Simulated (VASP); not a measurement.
## Ga: single point with LDA

Crystal: Ga.

```
Ga
1.0
     4.55168    0.00000    0.00000
    -2.27584    3.94187    0.00000
     0.00000    0.00000    2.91841
Ga
3
Direct
  0.00000 0.00000 0.00000
  0.33333 0.66667 0.50000
  0.66667 0.33333 0.50000
```

This isn't the form of Ga at room conditions, which is orthorhombic.

```json
{"Program": "VASP 6.6.1", "Task": "single point", "Functional": "LDA", "Potentials or basis": "VASP PAW LDA potentials, release 64 (Ga_d)", "Cutoff": "520 eV", "k mesh": "11 × 11 × 14", "Occupations": "fermi-dirac, width 0.1 eV", "Spin": "no spin polarisation", "Dipole correction": "no", "Further INCAR settings": "ALGO = Normal; EDIFF = 1e-06; NBANDS = 26"}
```

```
Pressure               : 0.3 GPa
Band gap on the k mesh : zero (an odd number of electrons rules out a gap without spin polarisation)
```

Stress tensor (GPa, compression positive):
```
 1.09  0.00  0.00
 0.00  1.09  0.00
 0.00  0.00 -1.19
```

Levels at points of the mesh, in eV from the Fermi level:
| k point | band 16 | band 17 | band 18 | band 19 | band 20 | band 21 | band 22 | band 23 |
| --- | --- | --- | --- | --- | --- | --- | --- | --- |
| (0.00, 0.00, 0.00) | -11.65 | -2.48 | -2.20 | -1.30 | -1.30 | -1.12 | -1.12 | 5.10 |
| (0.00, 0.00, 0.50) | -7.60 | -6.47 | 1.33 | 1.33 | 1.83 | 1.89 | 2.11 | 2.12 |

It took 3.3 min on 1 thread of Intel Xeon 8259CL, with other jobs on the host, peak memory 0.25 GiB.
